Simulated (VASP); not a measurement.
# TiB2 (P6/mmm) in VASP: single point with PBEsol

Aim: the single point of TiB2 with PBEsol.

All numbers are computed with VASP 6.6.1; they aren't measurements. Logs are shortened: lines on timing, memory, paths and dates and some standing lists are left out, and cuts for length are marked.

## (1) The cell of the first run

It takes space group P6/mmm (No. 191, hexagonal). The conventional cell has a = 3.029 Å, b = 3.029 Å, c = 3.228 Å, α = 90.00°, β = 90.00°, γ = 120.00°. Ti (site symmetry 6/mmm) has 12 B at 2.38 Å and 6 Ti at 3.03 Å within 3.1 Å. B (site symmetry -6m2) has 3 B at 1.75 Å and 6 Ti at 2.38 Å within 2.4 Å.

## (2) Single point, PBEsol

The input, INCAR:

```
ALGO = Normal ; EDIFF = 1E-6
ENCUT = 500 ; GGA = PS
GGA_COMPAT = False ; ISIF = 2
ISMEAR = -1 ; LASPH = True
LCHARG = False ; LREAL = False
LWAVE = False ; NBANDS = 16
NELM = 120 ; PREC = Accurate
SIGMA = 0.1
```

The input, KPOINTS:

```
k-points
0
Gamma
  11 11 9
```

The input, POSCAR:

```
TiB2
1.0
    3.0292000000      0.0000000000      0.0000000000
   -1.5146000000      2.6233641500      0.0000000000
    0.0000000000      0.0000000000      3.2284000000
Ti B
1 2
Direct
    0.0000000000      0.0000000000      0.0000000000
    0.3333333346      0.6666666692      0.5000000000
    0.6666666673      0.3333333346      0.5000000000
```

Potentials or basis: VASP PAW PBE potentials, release 64 (Ti_sv, B).

Started as:

```
> cat potpaw_PBE.64/Ti_sv/POTCAR potpaw_PBE.64/B/POTCAR > POTCAR
> mpirun -np 1 vasp_std > vasp.out
```

OUTCAR:

```text
EDIFF = 1E-6
   ENCUT = 500
   GGA = PS
   ISIF = 2
   ISMEAR = -1
   LASPH = True
   LREAL = False
   NELM = 120
   PREC = Accurate

 ion  position               nearest neighbor table
   1  0.000  0.000  0.000-   3 2.38   3 2.38   2 2.38   2 2.38   2 2.38   2 2.38   3 2.38   3 2.38
                             3 2.38   3 2.38   2 2.38   2 2.38
   2  0.333  0.667  0.500-   3 1.75   3 1.75   3 1.75   1 2.38   1 2.38   1 2.38   1 2.38   1 2.38
                             1 2.38
   3  0.667  0.333  0.500-   2 1.75   2 1.75   2 1.75   1 2.38   1 2.38   1 2.38   1 2.38   1 2.38
                             1 2.38

  LATTYP: Found a hexagonal cell.
 ALAT       =     3.0292000000
 C/A-ratio  =     1.0657599366

  Lattice vectors:

 A1 = (   3.0292000000,   0.0000000000,   0.0000000000)
 A2 = (  -1.5146000000,   2.6233641500,   0.0000000000)
 A3 = (   0.0000000000,   0.0000000000,   3.2284000000)

Analysis of symmetry for initial positions (statically):
=====================================================================
 Subroutine PRICEL returns:
 Original cell was already a primitive cell.

 Routine SETGRP: Setting up the symmetry group for a
 hexagonal supercell.

 Subroutine GETGRP returns: Found 24 space group operations
 (whereof 24 operations were pure point group operations)
 out of a pool of 24 trial point group operations.

The static configuration has the point symmetry D_6h.

Analysis of symmetry for dynamics (positions and initial velocities):
=====================================================================
 Subroutine PRICEL returns:
 Original cell was already a primitive cell.

 Routine SETGRP: Setting up the symmetry group for a
 hexagonal supercell.

 Subroutine GETGRP returns: Found 24 space group operations
 (whereof 24 operations were pure point group operations)
 out of a pool of 24 trial point group operations.

The dynamic configuration has the point symmetry D_6h.

 Subroutine INISYM returns: Found 24 space group operations
 (whereof 24 operations are pure point group operations),
 and found     1 'primitive' translations

----------------------------------------------------------------------------------------

                                     Primitive cell

  volume of cell :      25.6551

  direct lattice vectors                    reciprocal lattice vectors
     3.029200000  0.000000000  0.000000000     0.330120164  0.190594966  0.000000000
    -1.514600000  2.623364150  0.000000000     0.000000000  0.381189931  0.000000000
     0.000000000  0.000000000  3.228400000     0.000000000  0.000000000  0.309750960

  length of vectors
     3.029200000  3.029199997  3.228400000     0.381189931  0.381189931  0.309750960

  position of ions in fractional coordinates (direct lattice)
     0.000000000  0.000000000  0.000000000
     0.333333335  0.666666669  0.500000000
     0.666666667  0.333333335  0.500000000

  ion indices of the primitive-cell ions
   primitive index   ion index
                 1           1
                 2           2
                 3           3

----------------------------------------------------------------------------------------

 KPOINTS: k-points

Automatic generation of k-mesh.
 Grid dimensions read from file:
 generate k-points for:   11   11    9

 Generating k-lattice:

  Cartesian coordinates                     Fractional coordinates (reciprocal lattice)
     0.030010924  0.017326815  0.000000000     0.090909091  0.000000000  0.000000000
     0.000000000  0.034653630  0.000000000     0.000000000  0.090909091  0.000000000
     0.000000000  0.000000000  0.034416773     0.000000000  0.000000000  0.111111111

  Length of vectors
     0.034653630  0.034653630  0.034416773

  Shift w.r.t. Gamma in fractional coordinates (k-lattice)
     0.000000000  0.000000000  0.000000000

 Subroutine IBZKPT returns following result:
 ===========================================

 Found     80 irreducible k-points:

 Following reciprocal coordinates:
            Coordinates               Weight
  0.000000  0.000000  0.000000      1.000000
  0.090909  0.000000  0.000000      6.000000
  0.181818  0.000000  0.000000      6.000000
  0.272727  0.000000  0.000000      6.000000
  0.363636  0.000000  0.000000      6.000000
  0.454545  0.000000  0.000000      6.000000
[... 16 lines left out ...]
  0.090909  0.090909  0.111111     12.000000
  0.181818  0.090909  0.111111     24.000000
 [... further k-points ...]
   k-points           NKPTS =     80   k-points in BZ     NKDIM =     80   number of bands    NBANDS=     16
   number of dos      NEDOS =    301   number of ions     NIONS =      3
   total plane-waves  NPLWV =  13824
   dimension x,y,z NGX =    24 NGY =   24 NGZ =   24
   dimension x,y,z NGXF=    48 NGYF=   48 NGZF=   48
   ions per type =               1   2
   NGX,Y,Z   is equivalent  to a cutoff of  13.17, 13.17, 12.36 a.u.
   NGXF,Y,Z  is equivalent  to a cutoff of  26.34, 26.34, 24.72 a.u.
 SYSTEM =  unknown system
   PREC   = accura    normal or accurate (medium, high low for compatibility)
   ISTART =      0    job   : 0-new  1-cont  2-samecut
   ICHARG =      2    charge: 1-file 2-atom 10-const
   ISPIN  =      1    spin polarized calculation?
   LNONCOLLINEAR =      F non collinear calculations
   LSORBIT =      F    spin-orbit coupling
   LASPH  =      T    aspherical Exc in radial PAW
   ENCUT  =  500.0 eV  36.75 Ry    6.06 a.u.   5.52  5.52  5.89*2*pi/ulx,y,z
   NELM   =    120;   NELMIN=  2; NELMDL= -5     # of ELM steps
   EDIFF  = 0.1E-05   stopping-criterion for ELM
   LREAL  =      F    real-space projection
   EDIFFG = 0.1E-04   stopping-criterion for IOM
   NSW    =      0    number of steps for IOM
   IBRION =     -1    ionic relax: 0-MD 1-quasi-New 2-CG
   NFREE  =      0    steps in history (QN), initial steepest desc. (CG)
   ISIF   =      2    stress and relaxation
   ISYM   =      2    0-nonsym 1-usesym 2-fastsym
   POTIM  = 0.5000    time-step for ionic-motion
   TEBEG  =    0.0;   TEEND  =   0.0 temperature during run
   PSTRESS=    0.0 pullay stress
   NELECT =      18.0000    total number of electrons
   NUPDOWN=      -1.0000    fix difference up-down
   EMIN   =  10.00;   EMAX   =-10.00  energy-range for DOS
   EFERMI =   0.00;   METHOD = LEGACY
   ISMEAR =    -1;   SIGMA  =   0.10  broadening in eV -4-tet -1-fermi 0-gaus
   EFERMI_NEDOS =   21; number of points for ismear=-14 and -15
   IALGO  =     38    algorithm
   IMIX   =      4    mixing-type and parameters
     AMIX     =   0.40;   BMIX     =  1.00
     AMIX_MAG =   1.60;   BMIX_MAG =  1.00
  volume/ion in A,a.u.               =       8.55        57.71
  Fermi-wavevector in a.u.,A,eV,Ry     =   1.454703  2.748990 28.792122  2.116161
  Thomas-Fermi vector in A             =   2.571823
   LORBIT       =      0    0 simple, 1 ext, 2 COOP (PROOUT), +10 PAW based schemes
   GGA     = PS    functional components
   LHFCALC =     F    Hartree Fock is set to
   AEXX    =    0.0000 exact exchange contribution
   IVDW    =     0    specifies the selected vdW correction
   LEPSILON=     F    determine dielectric tensor
   LRPA    =     F    only Hartree local field effects (RPA)
 non-spin polarized calculation
  energy-cutoff  :      500.00
  volume of cell :       25.66
 maximum number of plane-waves:       678
 NGX is ok and might be reduce to    24
   NGX = 11   NGY = 11   NGZ = 11

 number of electron      18.0000002 magnetization

 Free energy of the ion-electron system (eV)
  ---------------------------------------------------
  ext. energy  EPLUGINS =         0.00000000
  ---------------------------------------------------
  free energy    TOTEN  =       -25.78851565 eV

  energy without entropy =      -25.77640254  energy(sigma->0) =      -25.78245910

 E-fermi :   9.8684     XC(G=0): -12.8720

 val. band max:        9.8588908059   @ k =   0.1818   0.1818   0.1111
 cond. band min:       9.8855415482   @ k =   0.0909   0.0000   0.3333
 fundamental gap:      0.0266507423
 Fermi energy:         9.8683844727

 k-point     1 :       0.0000    0.0000    0.0000
  band No.  band energies     occupation
      1     -46.7958      2.00000
      2     -23.2541      2.00000
      3     -22.9345      2.00000
      4     -22.9345      2.00000
      5      -3.5623      2.00000
      6       7.3138      2.00000
[... 8 lines left out ...]
     15      15.6738      0.00000
     16      16.8845      0.00000

 k-point     2 :       0.0909    0.0000    0.0000
  band No.  band energies     occupation
      1     -46.7914      2.00000
      2     -23.2485      2.00000
      3     -22.9682      2.00000
      4     -22.9421      2.00000
      5      -3.4031      2.00000
      6       6.8620      2.00000
[... 8 lines left out ...]
     15      16.6071      0.00000
     16      17.3875      0.00000

 k-point     3 :       0.1818    0.0000    0.0000
  band No.  band energies     occupation
      1     -46.7795      2.00000
      2     -23.2336      2.00000
      3     -23.0577      2.00000
      4     -22.9625      2.00000
      5      -2.9367      2.00000
      6       5.7308      2.00000
[... 8 lines left out ...]
     15      17.9909      0.00000
     16      18.4571      0.00000

 k-point     4 :       0.2727    0.0000    0.0000
  band No.  band energies     occupation
      1     -46.7639      2.00000
      2     -23.2139      2.00000
      3     -23.1731      2.00000
      4     -22.9891      2.00000
      5      -2.1916      2.00000
      6       4.2975      2.00000
[... 8 lines left out ...]
     15      17.1699      0.00000
     16      19.0800      0.00000
[... 324 lines left out ...]
 k-point    22 :       0.4545    0.0000    0.1111
  band No.  band energies     occupation
      1     -46.7393      2.00000
      2     -23.3350      2.00000
      3     -23.2061      2.00000
      4     -23.0252      2.00000
      5       0.0459      2.00000
      6       1.3653      2.00000
[... 8 lines left out ...]
     15      18.0648      0.00000
     16      19.1084      0.00000

 k-point    23 :       0.0909    0.0909    0.1111
  band No.  band energies     occupation
      1     -46.7815      2.00000
      2     -23.2619      2.00000
      3     -23.0253      2.00000
      4     -22.9561      2.00000
      5      -2.9396      2.00000
      6       6.2345      2.00000
[... 8 lines left out ...]
     15      17.5135      0.00000
     16      17.7219      0.00000

 k-point    24 :       0.1818    0.0909    0.1111
  band No.  band energies     occupation
      1     -46.7678      2.00000
      2     -23.2439      2.00000
      3     -23.1220      2.00000
      4     -22.9846      2.00000
      5      -2.3513      2.00000
      6       5.0317      2.00000
[... 8 lines left out ...]
     15      17.7953      0.00000
     16      18.9286      0.00000

 [... further k-points ...]

------------------------ aborting loop because EDIFF is reached ----------------------------------------

  FORCE on cell =-STRESS in cart. coord.  units (eV):
  Direction    XX          YY          ZZ          XY          YZ          ZX
  --------------------------------------------------------------------------------------
  -------------------------------------------------------------------------------------
  Total       -0.5964284     -0.5964284     -1.0595453      0.0000000      0.0000000      0.0000000
  in kB      -37.2473230    -37.2473230    -66.1692523      0.0000000      0.0000000      0.0000000
  external PRESSURE =     -46.8879661 kB  Pullay stress =       0.0000000 kB

 VOLUME and BASIS-vectors are now :
 -----------------------------------------------------------------------------
  energy-cutoff  :      500.00
  volume of cell :       25.66
      direct lattice vectors                 reciprocal lattice vectors
     3.029200000  0.000000000  0.000000000     0.330120164  0.190594966  0.000000000
    -1.514600000  2.623364150  0.000000000     0.000000000  0.381189931  0.000000000
     0.000000000  0.000000000  3.228400000     0.000000000  0.000000000  0.309750960

 POSITION                                       TOTAL-FORCE (eV/Angst)
 -----------------------------------------------------------------------------------
      0.00000      0.00000      0.00000         0.000000     -0.000000      0.000000
      0.00000      1.74891      1.61420         0.000000      0.000000      0.000000
      1.51460      0.87445      1.61420        -0.000000     -0.000000     -0.000000
 -----------------------------------------------------------------------------------
    total drift:                               -0.000000     -0.000000      0.000000

  FREE ENERGIE OF THE ION-ELECTRON SYSTEM (eV)
  ---------------------------------------------------
  free  energy   TOTEN  =       -25.7885156537 eV

  energy  without entropy=      -25.7764025368  energy(sigma->0) =      -25.78245910
```

Wall time 13 s (1 thread of Intel Xeon Platinum 8559C (Emerald Rapids), shared host); peak memory 0.16 GiB.

What came out:

```yaml
Free_energy: -25.7885 eV
Pressure: -4.7 GPa
Band_gap_on_the_k_mesh: zero (bands 9 and 10 overlap by 0.45 eV)
```

Stress tensor (GPa, compression positive):
```
-3.72  0.00  0.00
 0.00 -3.72  0.00
 0.00  0.00 -6.62
```

Caveat: the cell stands under tension; the PAW data sets were made with another functional, which shifts forces and pressure a little.
